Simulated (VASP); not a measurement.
# C8Cl in VASP: single point with PBE+D3(BJ)

Aim: the single point of C8Cl with PBE+D3(BJ).

Everything below comes from runs of VASP 6.6.1. Logs are shortened: lines on timing, memory, paths and dates and some standing lists are left out, and cuts for length are marked.

## 1. The cell of the first run

The cell holds a slab with vacuum, 9 atoms: a = 4.931 Å, b = 4.931 Å, c = 15.500 Å, α = 90.00°, β = 90.00°, γ = 120.00°.

## 2. Single point, PBE+D3(BJ), collinear spin

File INCAR:

```
PREC = Accurate
ENCUT = 520
EDIFF = 1E-6
ISMEAR = 0
SIGMA = 0.1
LREAL = False
LASPH = True
NELM = 150
ALGO = Normal
ISIF = 2
LWAVE = False
LCHARG = False
ISPIN = 2
MAGMOM = 0 0 0 0 0 0 0 0 1
LORBIT = 11
LDIPOL = True
IDIPOL = 3
DIPOL = 0.5 0.5 0.278
GGA = PE
IVDW = 12
NBANDS = 34
```

File KPOINTS:

```
regular mesh
0
Gamma
  6 6 1
```

File POSCAR:

```
C8Cl
1.0
    4.9313048858      0.0000000001      0.0000000000
   -2.4656524429      4.2706353049      0.0000000000
    0.0000000000      0.0000000000     15.5000331949
C Cl
8 1
Direct
    0.3333333333      0.1666666666      0.2580650343
    0.3333333333      0.6666666666      0.2580650343
    0.8333333333      0.1666666667      0.2580650343
    0.8333333333      0.6666666666      0.2580650343
    0.1666666667      0.3333333334      0.2580650343
    0.1666666667      0.8333333333      0.2580650343
    0.6666666667      0.3333333334      0.2580650343
    0.6666666667      0.8333333333      0.2580650343
    0.5000000000      0.2500000000      0.4347544809
```

Potentials or basis: VASP PAW PBE potentials, release 64 (C, Cl).

Started as:

```sh
$ cat potpaw_PBE.64/C/POTCAR potpaw_PBE.64/Cl/POTCAR > POTCAR
$ mpirun -np 1 vasp_std > vasp.out
```

OUTCAR:

```text
PREC = Accurate
   ENCUT = 520
   EDIFF = 1E-6
   ISMEAR = 0
   LREAL = False
   LASPH = True
   NELM = 150
   ISIF = 2
   ISPIN = 2
   LORBIT = 11
   GGA = PE
   IVDW = 12
 IVDW          = 12

 ion  position               nearest neighbor table
   1  0.333  0.167  0.258-   6 1.42   5 1.42   7 1.42
   2  0.333  0.667  0.258-   5 1.42   6 1.42   8 1.42
   3  0.833  0.167  0.258-   7 1.42   8 1.42   5 1.42
   4  0.833  0.667  0.258-   7 1.42   8 1.42   6 1.42
   5  0.167  0.333  0.258-   2 1.42   1 1.42   3 1.42
   6  0.167  0.833  0.258-   2 1.42   1 1.42   4 1.42
   7  0.667  0.333  0.258-   4 1.42   3 1.42   1 1.42
   8  0.667  0.833  0.258-   4 1.42   3 1.42   2 1.42
   9  0.500  0.250  0.435-

  LATTYP: Found a hexagonal cell.
 ALAT       =     4.9313048858
 C/A-ratio  =     3.1431910121

  Lattice vectors:

 A1 = (   4.9313048858,   0.0000000001,   0.0000000000)
 A2 = (  -2.4656524429,   4.2706353049,   0.0000000000)
 A3 = (   0.0000000000,   0.0000000000,  15.5000331949)

Analysis of symmetry for initial positions (statically):
=====================================================================
 Subroutine PRICEL returns:
 Original cell was already a primitive cell.

 Routine SETGRP: Setting up the symmetry group for a
 hexagonal supercell.

 Subroutine GETGRP returns: Found  4 space group operations
 (whereof  2 operations were pure point group operations)
 out of a pool of 24 trial point group operations.

The static configuration has the point symmetry C_1h.
 The point group associated with its full space group is C_2v.

Analysis of symmetry for dynamics (positions and initial velocities):
=====================================================================
 Subroutine PRICEL returns:
 Original cell was already a primitive cell.

 Routine SETGRP: Setting up the symmetry group for a
 hexagonal supercell.

 Subroutine GETGRP returns: Found  4 space group operations
 (whereof  2 operations were pure point group operations)
 out of a pool of 24 trial point group operations.

The dynamic configuration has the point symmetry C_1h.
 The point group associated with its full space group is C_2v.

Analysis of structural, dynamic, and magnetic symmetry:
=====================================================================
 Subroutine PRICEL returns:
 Original cell was already a primitive cell.

 Routine SETGRP: Setting up the symmetry group for a
 hexagonal supercell.

 Subroutine GETGRP returns: Found  4 space group operations
 (whereof  2 operations were pure point group operations)
 out of a pool of 24 trial point group operations.

The overall configuration has the point symmetry C_1h.
 The point group associated with its full space group is C_2v.

 Subroutine INISYM returns: Found  4 space group operations
 (whereof  2 operations are pure point group operations),
 and found     1 'primitive' translations

----------------------------------------------------------------------------------------

                                     Primitive cell

  volume of cell :     326.4277

  direct lattice vectors                    reciprocal lattice vectors
     4.931304886  0.000000000  0.000000000     0.202786083  0.117078599  0.000000000
    -2.465652443  4.270635305  0.000000000    -0.000000000  0.234157199  0.000000000
     0.000000000  0.000000000 15.500033195     0.000000000  0.000000000  0.064515991

  length of vectors
     4.931304886  4.931304886 15.500033195     0.234157199  0.234157199  0.064515991

  position of ions in fractional coordinates (direct lattice)
     0.333333333  0.166666667  0.258065034
     0.333333333  0.666666667  0.258065034
     0.833333333  0.166666667  0.258065034
     0.833333333  0.666666667  0.258065034
     0.166666667  0.333333333  0.258065034
     0.166666667  0.833333333  0.258065034
     0.666666667  0.333333333  0.258065034
     0.666666667  0.833333333  0.258065034
     0.500000000  0.250000000  0.434754481

[... 62 lines left out ...]
   PREC   = accura    normal or accurate (medium, high low for compatibility)
   ISTART =      0    job   : 0-new  1-cont  2-samecut
   ICHARG =      2    charge: 1-file 2-atom 10-const
   ISPIN  =      2    spin polarized calculation?
   LNONCOLLINEAR =      F non collinear calculations
   LSORBIT =      F    spin-orbit coupling
   LASPH  =      T    aspherical Exc in radial PAW
   ENCUT  =  520.0 eV  38.22 Ry    6.18 a.u.   9.17  9.17 28.82*2*pi/ulx,y,z
   NELM   =    150;   NELMIN=  2; NELMDL= -5     # of ELM steps
   EDIFF  = 0.1E-05   stopping-criterion for ELM
   LREAL  =      F    real-space projection
   EDIFFG = 0.1E-04   stopping-criterion for IOM
   NSW    =      0    number of steps for IOM
   IBRION =     -1    ionic relax: 0-MD 1-quasi-New 2-CG
   NFREE  =      0    steps in history (QN), initial steepest desc. (CG)
   ISIF   =      2    stress and relaxation
   ISYM   =      2    0-nonsym 1-usesym 2-fastsym
   POTIM  = 0.5000    time-step for ionic-motion
   TEBEG  =    0.0;   TEEND  =   0.0 temperature during run
   PSTRESS=    0.0 pullay stress
   NELECT =      39.0000    total number of electrons
   NUPDOWN=      -1.0000    fix difference up-down
   EMIN   =  10.00;   EMAX   =-10.00  energy-range for DOS
   EFERMI =   0.00;   METHOD = LEGACY
   ISMEAR =     0;   SIGMA  =   0.10  broadening in eV -4-tet -1-fermi 0-gaus
   EFERMI_NEDOS =   21; number of points for ismear=-14 and -15
   IALGO  =     38    algorithm
   IMIX   =      4    mixing-type and parameters
     AMIX     =   0.40;   BMIX     =  1.00
     AMIX_MAG =   1.60;   BMIX_MAG =  1.00
  volume/ion in A,a.u.               =      36.27       244.76
  Fermi-wavevector in a.u.,A,eV,Ry     =   0.806308  1.523700  8.845580  0.650132
  Thomas-Fermi vector in A             =   1.914715
   LORBIT       =     11    0 simple, 1 ext, 2 COOP (PROOUT), +10 PAW based schemes
   GGA     = PE    functional components
   LHFCALC =     F    Hartree Fock is set to
   AEXX    =    0.0000 exact exchange contribution
   IVDW    =    12    specifies the selected vdW correction
   LEPSILON=     F    determine dielectric tensor
   LRPA    =     F    only Hartree local field effects (RPA)
 spin polarized calculation
 Gauss-broadening in eV      SIGMA  =   0.10
  energy-cutoff  :      520.00
  volume of cell :      326.43
 maximum number of plane-waves:      8828
 NGX is ok and might be reduce to    40
   NGX = 19   NGY = 19   NGZ = 57

 dipolmoment           0.000000      0.000000     -0.019235 electrons x Angstroem

 number of electron      38.9999997 magnetization       0.8887149

 dipolmoment           0.000000      0.000000      0.310746 electrons x Angstroem

 Free energy of the ion-electron system (eV)
  ---------------------------------------------------
  ext. energy  EPLUGINS =         0.00000000
  ---------------------------------------------------
  free energy    TOTEN  =       -74.52803709 eV

  energy without entropy =      -74.51989867  energy(sigma->0) =      -74.52396788

 E-fermi :  -3.6301     XC(G=0):  -3.6305

 val. band max:       -3.6402411437   @ k =  -0.1667   0.3333   0.0000
 cond. band min:      -3.5606185495   @ k =   0.0000   0.0000   0.0000
 fundamental gap:      0.0796225942
 Fermi energy:        -3.6300714469

 spin component 1

 k-point     1 :       0.0000    0.0000    0.0000
  band No.  band energies     occupation
      1     -22.3761      1.00000
      2     -17.2516      1.00000
      3     -17.1378      1.00000
      4     -17.0937      1.00000
      5     -16.6679      1.00000
      6     -16.0925      1.00000
[... 431 lines left out ...]
     30       5.2235      0.00000
     31       5.5447      0.00000
 Fermi energy:        -3.6300714469

 spin component 2

 k-point     1 :       0.0000    0.0000    0.0000
  band No.  band energies     occupation
      1     -22.3433      1.00000
      2     -17.1573      1.00000
      3     -17.1020      1.00000
      4     -17.0796      1.00000
      5     -16.1282      1.00000
      6     -16.0733      1.00000
[... 431 lines left out ...]
     30       5.3175      0.00000
     31       5.6171      0.00000
 [bands above 31 left out]

------------------------ aborting loop because EDIFF is reached ----------------------------------------

 vacuum level on the upper side and lower side of the slab       (xc-potential included)         1.129        -1.426

 Edisp (eV)   -0.89988

 E8    (eV) :    -0.2820

  FORCE on cell =-STRESS in cart. coord.  units (eV):
  Direction    XX          YY          ZZ          XY          YZ          ZX
  --------------------------------------------------------------------------------------
  -------------------------------------------------------------------------------------
  Total       0.09192     0.14379    -0.02902    -0.04492    -0.00000     0.00000
  in kB       0.45117     0.70576    -0.14245    -0.22048    -0.00000     0.00000
  external pressure =        0.34 kB  Pullay stress =        0.00 kB

 VOLUME and BASIS-vectors are now :
 -----------------------------------------------------------------------------
  energy-cutoff  :      520.00
  volume of cell :      326.43
      direct lattice vectors                 reciprocal lattice vectors
     4.931304886  0.000000000  0.000000000     0.202786083  0.117078599  0.000000000
    -2.465652443  4.270635305  0.000000000    -0.000000000  0.234157199  0.000000000
     0.000000000  0.000000000 15.500033195     0.000000000  0.000000000  0.064515991

 POSITION                                       TOTAL-FORCE (eV/Angst)
 -----------------------------------------------------------------------------------
      1.23283      0.71177      4.00002        -0.241643     -0.139512      0.179365
     -0.00000      2.84709      4.00002        -0.011156     -0.006441     -0.019104
      3.69848      0.71177      4.00002         0.227141     -0.038527     -0.080925
      2.46565      2.84709      4.00002         0.080205      0.215974     -0.080925
      0.00000      1.42355      4.00002        -0.227141      0.038527     -0.080925
     -1.23283      3.55886      4.00002        -0.080205     -0.215974     -0.080925
      2.46565      1.42355      4.00002         0.241643      0.139512      0.179365
      1.23283      3.55886      4.00002         0.011156      0.006441     -0.019104
      1.84924      1.06766      6.73871        -0.000000     -0.000000      0.003177
 -----------------------------------------------------------------------------------
    total drift:                                0.000000      0.000000     -0.000297

  FREE ENERGIE OF THE ION-ELECTRON SYSTEM (eV)
  ---------------------------------------------------
  free  energy   TOTEN  =       -75.4279136337 eV

  energy  without entropy=      -75.4197752112  energy(sigma->0) =      -75.42384442

 vacuum level on the upper side and lower side of the slab         3.933         1.277

 total charge

# of ion       s       p       d       tot
------------------------------------------
    1        0.867   1.773   0.000   2.639
    2        0.864   1.780   0.000   2.644
    3        0.864   1.782   0.000   2.646
    4        0.864   1.782   0.000   2.646
    5        0.864   1.782   0.000   2.646
    6        0.864   1.782   0.000   2.646
    7        0.867   1.773   0.000   2.639
    8        0.864   1.780   0.000   2.644
    9        1.617   3.359   0.000   4.976
--------------------------------------------------
tot          8.533  17.594   0.000  26.127

 magnetization (x)

# of ion       s       p       d       tot
------------------------------------------
    1        0.003   0.030   0.000   0.033
    2        0.000   0.009   0.000   0.009
    3        0.000   0.005   0.000   0.005
    4        0.000   0.005   0.000   0.005
    5        0.000   0.005   0.000   0.005
    6        0.000   0.005   0.000   0.005
    7        0.003   0.030   0.000   0.033
    8        0.000   0.009   0.000   0.009
    9        0.011   0.508   0.000   0.519
--------------------------------------------------
tot          0.017   0.606   0.000   0.623
```

It took 4.3 min on 1 thread of Intel Xeon 6975P-C (Granite Rapids), shared host; peak memory 0.7 GiB.

What came out:

| Quantity | Value |
| --- | --- |
| Free energy | -75.4279 eV |
| Largest force | 0.332 eV/Å |
| Net moment | 0.89 μB per cell |
| Site moments | C +0.03, +0.01 (each value once); Cl +0.52 μB |
| Valence electrons inside the program's atomic spheres | C 2.64, 2.65 (each value once); Cl 4.98 |
| Dispersion energy per atom | -0.100 eV |

Forces in eV/Å, atoms in the order of the input:
```
C   -0.242 -0.140  0.179
C   -0.011 -0.006 -0.019
C    0.227 -0.039 -0.081
C    0.080  0.216 -0.081
C   -0.227  0.039 -0.081
C   -0.080 -0.216 -0.081
C    0.242  0.140  0.179
C    0.011  0.006 -0.019
Cl   0.000  0.000  0.003
```

Levels at points of the mesh, in eV from the Fermi level:
Spin up:
| k point | band 16 | band 17 | band 18 | band 19 | band 20 | band 21 | band 22 | band 23 | band 24 | band 25 |
| --- | --- | --- | --- | --- | --- | --- | --- | --- | --- | --- |
| (0.00, 0.00, 0.00) | -1.70 | -1.48 | -0.94 | -0.61 | -0.44 | 2.52 | 2.58 | 2.62 | 4.40 | 6.11 |
| (0.50, 0.00, 0.00) | -2.37 | -1.95 | -0.99 | -0.79 | -0.50 | 3.57 | 3.66 | 6.38 | 6.40 | 7.97 |
| (0.00, 0.50, 0.00) | -2.24 | -2.05 | -1.09 | -0.77 | -0.48 | 3.63 | 3.64 | 6.38 | 6.40 | 7.97 |
Spin down:
```csv
k point,band 17,band 18,band 19,band 20,band 21,band 22
"(0.00, 0.00, 0.00)",-1.45,-0.33,-0.16,0.07,2.63,2.67
"(0.50, 0.00, 0.00)",-1.90,-0.50,-0.24,0.20,3.70,3.70
"(0.00, 0.50, 0.00)",-1.96,-0.50,-0.21,0.12,3.71,3.73
```
